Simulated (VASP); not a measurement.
# Si (C2/m) in VASP: notebook

Runs on Si. Level: LDA. Tasks: single point.

Everything below comes from runs of VASP 6.6.1. Logs are shortened: lines on timing, memory, paths and dates and some standing lists are left out, and cuts for length are marked.

### 1 The cell of the first run

The structure is monoclinic, space group C2/m (No. 12). The conventional cell has a = 4.864 Å, b = 9.177 Å, c = 3.550 Å, α = 90.00°, β = 131.79°, γ = 90.00°. Si (site symmetry m) has 8 Si at 2.43 to 2.86 Å within 3.2 Å. Within 3.9 Å of Si (site symmetry 2) lie 20 Si at 2.47 to 3.81 Å.

### 2 Single point, LDA (strain +0.0250 x Voigt [0, 0, 0, 0, 0, 1])

File INCAR:

```
SYSTEM = Si
  PREC = Accurate
  ENCUT = 520
  EDIFF = 1E-6
  ISMEAR = 0
  SIGMA = 0.15
  LREAL = .FALSE.
  LASPH = .TRUE.
  NELM = 100
  ALGO = Normal
  ISIF = 2
  LWAVE = .FALSE.
  LCHARG = .TRUE.
  LELF = .TRUE.
  LVHAR = .TRUE.
  NBANDS = 16
```

File KPOINTS:

```
regular mesh
0
G
  14 14 14
  0 0 0
```

File POSCAR:

```
Si
1.0
    0.0330919282      2.6473542551      4.5885893296
    2.4320087322      0.0304001092      4.5885893296
    2.4651006604      2.6777543643      0.0000000000
Si
4
Direct
    0.7297169282      0.2702830718      0.7297169282
    0.2702830718      0.7297169282      0.2702830718
    0.7744251954      0.7744251954      0.2255748046
    0.2255748046      0.2255748046      0.7744251954
```

Potentials or basis: VASP PAW LDA potentials, release 64 (Si).

Run with:

```console
cat potpaw_LDA.64/Si/POTCAR > POTCAR
mpirun -np 1 vasp_std > vasp.out
```

OUTCAR:

```text
SYSTEM = Si
   PREC = Accurate
   ENCUT = 520
   EDIFF = 1E-6
   ISMEAR = 0
   LREAL = .FALSE.
   LASPH = .TRUE.
   NELM = 100
   ISIF = 2

 ion  position               nearest neighbor table
   1  0.730  0.270  0.730-   2 2.43   2 2.44   2 2.45   3 2.52   4 2.52   3 2.80   4 2.80   2 2.86

   2  0.270  0.730  0.270-   1 2.43   1 2.44   1 2.45   4 2.52   3 2.52   4 2.80   3 2.80   1 2.86

   3  0.774  0.774  0.226-   4 2.47   4 2.47   1 2.52   2 2.52   4 2.69   4 2.69   2 2.80   1 2.80

   4  0.226  0.226  0.774-   3 2.47   3 2.47   2 2.52   1 2.52   3 2.69   3 2.69   2 2.80   1 2.80

  LATTYP: Found a base centered monoclinic cell.
 ALAT       =     4.8643974509
 B/A-ratio  =     1.8866013215
 C/A-ratio  =     0.7298140799
 COS(beta)  =    -0.6664646649

  Lattice vectors:

 A1 = (   2.4320087322,   0.0304001092,   4.5885893296)
 A2 = (   2.4320087322,   0.0304001092,  -4.5885893296)
 A3 = (  -2.3989168040,   2.6169541459,   0.0000000000)

Analysis of symmetry for initial positions (statically):
=====================================================================
 Subroutine PRICEL returns:
 Original cell was already a primitive cell.

 Routine SETGRP: Setting up the symmetry group for a
 base centered monoclinic supercell.

 Subroutine GETGRP returns: Found  4 space group operations
 (whereof  4 operations were pure point group operations)
 out of a pool of  4 trial point group operations.

The static configuration has the point symmetry C_2h.

Analysis of symmetry for dynamics (positions and initial velocities):
=====================================================================
 Subroutine PRICEL returns:
 Original cell was already a primitive cell.

 Routine SETGRP: Setting up the symmetry group for a
 base centered monoclinic supercell.

 Subroutine GETGRP returns: Found  4 space group operations
 (whereof  4 operations were pure point group operations)
 out of a pool of  4 trial point group operations.

The dynamic configuration has the point symmetry C_2h.

 Subroutine INISYM returns: Found  4 space group operations
 (whereof  4 operations are pure point group operations),
 and found     1 'primitive' translations

----------------------------------------------------------------------------------------

                                     Primitive cell

  volume of cell :      59.0770

  direct lattice vectors                    reciprocal lattice vectors
     0.033091928  2.647354255  4.588589330    -0.207984712  0.191467619  0.108965951
     2.432008732  0.030400109  4.588589330     0.207984712 -0.191467619  0.108965951
     2.465100660  2.677754364  0.000000000     0.203262279  0.186327031 -0.108965951

  length of vectors
     5.297615658  5.193336372  3.639655162     0.302970408  0.302970408  0.296490970

  position of ions in fractional coordinates (direct lattice)
     0.729716928  0.270283072  0.729716928
     0.270283072  0.729716928  0.270283072
     0.774425195  0.774425195  0.225574805
     0.225574805  0.225574805  0.774425195

  ion indices of the primitive-cell ions
   primitive index   ion index
                 1           1
                 2           2
                 3           3
                 4           4

----------------------------------------------------------------------------------------

 KPOINTS: regular mesh

Automatic generation of k-mesh.
 Grid dimensions read from file:
 generate k-points for:   14   14   14

 Generating k-lattice:

  Cartesian coordinates                     Fractional coordinates (reciprocal lattice)
    -0.014856051  0.013676258  0.007783282     0.071428571  0.000000000  0.000000000
     0.014856051 -0.013676258  0.007783282     0.000000000  0.071428571  0.000000000
     0.014518734  0.013309074 -0.007783282    -0.000000000  0.000000000  0.071428571

  Length of vectors
     0.021640743  0.021640743  0.021177926

  Shift w.r.t. Gamma in fractional coordinates (k-lattice)
     0.000000000  0.000000000  0.000000000

 Subroutine IBZKPT returns following result:
 ===========================================

 Found    744 irreducible k-points:

 Following reciprocal coordinates:
            Coordinates               Weight
  0.000000  0.000000  0.000000      1.000000
  0.071429 -0.000000 -0.000000      4.000000
  0.142857 -0.000000 -0.000000      4.000000
  0.214286 -0.000000  0.000000      4.000000
  0.285714 -0.000000 -0.000000      4.000000
  0.357143 -0.000000 -0.000000      4.000000
[... 16 lines left out ...]
  0.214286  0.142857  0.000000      4.000000
  0.285714  0.142857  0.000000      4.000000
 [... further k-points ...]
   k-points           NKPTS =    744   k-points in BZ     NKDIM =    744   number of bands    NBANDS=     16
   number of dos      NEDOS =    301   number of ions     NIONS =      4
   total plane-waves  NPLWV =  44800
   dimension x,y,z NGX =    40 NGY =   40 NGZ =   28
   dimension x,y,z NGXF=    80 NGYF=   80 NGZF=   56
   ions per type =               4
   NGX,Y,Z   is equivalent  to a cutoff of  12.55, 12.80, 12.79 a.u.
   NGXF,Y,Z  is equivalent  to a cutoff of  25.11, 25.61, 25.58 a.u.
 SYSTEM =  Si
   PREC   = accura    normal or accurate (medium, high low for compatibility)
   ISTART =      0    job   : 0-new  1-cont  2-samecut
   ICHARG =      2    charge: 1-file 2-atom 10-const
   ISPIN  =      1    spin polarized calculation?
   LNONCOLLINEAR =      F non collinear calculations
   LSORBIT =      F    spin-orbit coupling
   LASPH  =      T    aspherical Exc in radial PAW
   ENCUT  =  520.0 eV  38.22 Ry    6.18 a.u.   9.85  9.66  6.77*2*pi/ulx,y,z
   NELM   =    100;   NELMIN=  2; NELMDL= -5     # of ELM steps
   EDIFF  = 0.1E-05   stopping-criterion for ELM
   LREAL  =      F    real-space projection
[... 7 lines left out ...]
   TEBEG  =    0.0;   TEEND  =   0.0 temperature during run
   PSTRESS=    0.0 pullay stress
   NELECT =      16.0000    total number of electrons
   NUPDOWN=      -1.0000    fix difference up-down
   EMIN   =  10.00;   EMAX   =-10.00  energy-range for DOS
   EFERMI =   0.00;   METHOD = LEGACY
   ISMEAR =     0;   SIGMA  =   0.15  broadening in eV -4-tet -1-fermi 0-gaus
   EFERMI_NEDOS =   21; number of points for ismear=-14 and -15
   IALGO  =     38    algorithm
   IMIX   =      4    mixing-type and parameters
     AMIX     =   0.40;   BMIX     =  1.00
     AMIX_MAG =   1.60;   BMIX_MAG =  1.00
  volume/ion in A,a.u.               =      14.77        99.67
  Fermi-wavevector in a.u.,A,eV,Ry     =   1.059194  2.001586 15.264253  1.121891
  Thomas-Fermi vector in A             =   2.194530
   LORBIT       =      0    0 simple, 1 ext, 2 COOP (PROOUT), +10 PAW based schemes
   GGA     = CA    functional components
   LHFCALC =     F    Hartree Fock is set to
   AEXX    =    0.0000 exact exchange contribution
   IVDW    =     0    specifies the selected vdW correction
   LEPSILON=     F    determine dielectric tensor
   LRPA    =     F    only Hartree local field effects (RPA)
 non-spin polarized calculation
 Gauss-broadening in eV      SIGMA  =   0.15
  energy-cutoff  :      520.00
  volume of cell :       59.08
 maximum number of plane-waves:      1611
   NGX = 19   NGY = 19   NGZ = 13

 number of electron      16.0000000 magnetization

 Free energy of the ion-electron system (eV)
  ---------------------------------------------------
  ext. energy  EPLUGINS =         0.00000000
  ---------------------------------------------------
  free energy    TOTEN  =       -22.97270444 eV

  energy without entropy =      -22.95726795  energy(sigma->0) =      -22.96498619

 E-fermi :   9.5288     XC(G=0): -11.1162

 val. band max:        9.5284992412   @ k =   0.2143   0.3571   0.0714
 cond. band min:       9.5296330555   @ k =   0.1429   0.0714   0.2143
 fundamental gap:      0.0011338143
 Fermi energy:         9.5287581216

 k-point     1 :       0.0000    0.0000    0.0000
  band No.  band energies     occupation
      1      -4.4590      2.00000
      2       1.8209      2.00000
      3       2.7192      2.00000
      4       6.6430      2.00000
      5       6.9373      2.00000
      6       7.3951      2.00000
[... 8 lines left out ...]
     15      17.9129      0.00000
     16      18.0842      0.00000

 k-point     2 :       0.0714   -0.0000   -0.0000
  band No.  band energies     occupation
      1      -4.3919      2.00000
      2       1.6854      2.00000
      3       2.9779      2.00000
      4       6.1286      2.00000
      5       6.6321      2.00000
      6       6.8319      2.00000
[... 8 lines left out ...]
     15      17.6681      0.00000
     16      18.2520      0.00000

 k-point     3 :       0.1429   -0.0000   -0.0000
  band No.  band energies     occupation
      1      -4.1908      2.00000
      2       1.4870      2.00000
      3       3.5334      2.00000
      4       4.8048      2.00000
      5       5.7092      2.00000
      6       6.8349      2.00000
[... 8 lines left out ...]
     15      17.4708      0.00000
     16      17.9386      0.00000

 k-point     4 :       0.2143   -0.0000    0.0000
  band No.  band energies     occupation
      1      -3.8562      2.00000
      2       1.3696      2.00000
      3       3.3551      2.00000
      4       4.3315      2.00000
      5       4.8129      2.00000
      6       6.9328      2.00000
[... 8 lines left out ...]
     15      16.6631      0.00000
     16      17.7086      0.00000
[... 324 lines left out ...]
 k-point    22 :       0.1429    0.1429    0.0000
  band No.  band energies     occupation
      1      -4.3199      2.00000
      2       0.4673      2.00000
      3       4.2935      2.00000
      4       6.3230      2.00000
      5       6.4345      2.00000
      6       7.2667      2.00000
[... 8 lines left out ...]
     15      16.8646      0.00000
     16      17.2150      0.00000

 k-point    23 :       0.2143    0.1429    0.0000
  band No.  band energies     occupation
      1      -4.1835      2.00000
      2       0.1358      2.00000
      3       4.8116      2.00000
      4       5.5385      2.00000
      5       6.4025      2.00000
      6       6.9574      2.00000
[... 8 lines left out ...]
     15      16.5763      0.00000
     16      17.1528      0.00000

 k-point    24 :       0.2857    0.1429    0.0000
  band No.  band energies     occupation
      1      -3.9133      2.00000
      2      -0.0692      2.00000
      3       4.1087      2.00000
      4       5.5909      2.00000
      5       6.3704      2.00000
      6       6.8474      2.00000
[... 8 lines left out ...]
     15      16.4709      0.00000
     16      16.9372      0.00000

 [... further k-points ...]
[... 5 lines left out ...]
  --------------------------------------------------------------------------------------
  -------------------------------------------------------------------------------------
  Total        0.0719172      0.1123496     -0.1161188     -0.7793787      0.0000000      0.0000000
  in kB        1.9504040      3.0469385     -3.1491594    -21.1368657      0.0000000      0.0000000
  external PRESSURE =       0.6160610 kB  Pullay stress =       0.0000000 kB

 VOLUME and BASIS-vectors are now :
 -----------------------------------------------------------------------------
  energy-cutoff  :      520.00
  volume of cell :       59.08
      direct lattice vectors                 reciprocal lattice vectors
     0.033091928  2.647354255  4.588589330    -0.207984712  0.191467619  0.108965951
     2.432008732  0.030400109  4.588589330     0.207984712 -0.191467619  0.108965951
     2.465100660  2.677754364  0.000000000     0.203262279  0.186327031 -0.108965951

 POSITION                                       TOTAL-FORCE (eV/Angst)
 -----------------------------------------------------------------------------------
      2.48030      3.89404      4.58859        -0.007746     -0.002012      0.000000
      2.44990      1.46147      4.58859         0.007746      0.002012      0.000000
      2.46510      2.67775      7.10704         0.000000      0.000000     -0.019637
      2.46510      2.67775      2.07014        -0.000000      0.000000      0.019637
 -----------------------------------------------------------------------------------
    total drift:                                0.000000     -0.000000      0.000000

  FREE ENERGIE OF THE ION-ELECTRON SYSTEM (eV)
  ---------------------------------------------------
  free  energy   TOTEN  =       -22.9727044393 eV

  energy  without entropy=      -22.9572679476  energy(sigma->0) =      -22.96498619
```

Run time: 3.3 min. Hardware: 1 thread of Intel Xeon 6975P-C (Granite Rapids), shared host; peak memory 0.55 GiB.

Results:

- Free energy: -22.9727 eV
- Pressure: 0.1 GPa
- Largest force: 0.020 eV/Å
- Band gap on the k mesh: zero (bands 8 and 9 overlap by 3.96 eV)

Forces on the atoms (eV/Å):
```
Si  -0.008 -0.002  0.000
Si   0.008  0.002  0.000
Si   0.000  0.000 -0.020
Si   0.000  0.000  0.020
```

Levels at points of the mesh, in eV from the Fermi level:
| k point | band 6 | band 7 | band 8 | band 9 | band 10 | band 11 |
| --- | --- | --- | --- | --- | --- | --- |
| (0.00, 0.00, 0.00) | -2.13 | -1.94 | -1.91 | -1.62 | 1.31 | 1.71 |
| (0.50, 0.00, 0.00) | -1.47 | -1.20 | 0.01 | 0.19 | 0.23 | 2.80 |
| (0.50, 0.50, 0.00) | -2.51 | 0.31 | 1.00 | 1.85 | 2.55 | 2.94 |
| (0.00, 0.00, 0.50) | -1.31 | -1.07 | 0.16 | 0.48 | 0.55 | 3.21 |
| (0.50, 0.00, 0.50) | -5.34 | -2.85 | -2.54 | -1.97 | -1.78 | 5.33 |
| (0.00, 0.50, 0.50) | -6.59 | -2.61 | -2.07 | -1.80 | 1.37 | 4.78 |

Caveat: the cell differs from its parent crystal (strain +0.0250 x Voigt [0, 0, 0, 0, 0, 1]).

### 3 Single point, LDA (strain +0.0625 x Voigt [0, 0, 0, 0, 0, 1])

File INCAR:

```
SYSTEM = Si
PREC = Accurate
ENCUT = 520
EDIFF = 1E-6
ISMEAR = 0
SIGMA = 0.15
LREAL = .FALSE.
LASPH = .TRUE.
NELM = 100
ALGO = Normal
ISIF = 2
LWAVE = .FALSE.
LCHARG = .FALSE.
GGA = CA
NBANDS = 16
```

KPOINTS is that of step 2.

File POSCAR:

```
Si
1.0
    0.0827298205      2.6473542551      4.5885893296
    2.4320087322      0.0760002729      4.5885893296
    2.5147385527      2.7233545280      0.0000000000
Si
4
Direct
    0.7297169282      0.2702830718      0.7297169282
    0.2702830718      0.7297169282      0.2702830718
    0.7744251954      0.7744251954      0.2255748046
    0.2255748046      0.2255748046      0.7744251954
```

Potentials or basis: VASP PAW LDA potentials, release 64 (Si).

Run with:

```console
cat potpaw_LDA.64/Si/POTCAR > POTCAR
mpirun -np 1 vasp_std > vasp.out
```

Wall time 3.5 min (1 thread of Intel Xeon 6975P-C (Granite Rapids), shared host); peak memory 0.55 GiB.

Results (log left out):

```yaml
Free_energy: -22.9233 eV
Pressure: 0.1 GPa
Largest_force: 0.020 eV/Å
Band_gap_on_the_k_mesh: zero (bands 8 and 9 overlap by 3.99 eV)
```

Forces in eV/Å, atoms in the order of the input:
```
Si  -0.006 -0.007  0.000
Si   0.006  0.007  0.000
Si   0.000  0.000 -0.020
Si   0.000  0.000  0.020
```

Stress tensor (GPa, compression positive):
```
 0.31 -4.98  0.00
-4.98  0.58  0.00
 0.00  0.00 -0.72
```

Levels at points of the mesh, in eV from the Fermi level:
```
           k point  band 6  band 7  band 8  band 9  band 10  band 11
(0.00, 0.00, 0.00)   -2.03   -1.82   -1.71   -1.58     1.45     1.85
(0.50, 0.00, 0.00)   -1.61   -1.17   -0.14    0.03     0.11     2.53
(0.50, 0.50, 0.00)   -2.28    0.31    1.00    1.81     2.50     2.76
(0.00, 0.00, 0.50)   -1.22   -0.83    0.32    0.77     0.84     3.53
(0.50, 0.00, 0.50)   -5.33   -2.83   -2.53   -1.95    -1.76     5.35
(0.00, 0.50, 0.50)   -6.58   -2.59   -2.05   -1.77     1.38     4.80
```

Caveat: the cell differs from its parent crystal (strain +0.0625 x Voigt [0, 0, 0, 0, 0, 1]).
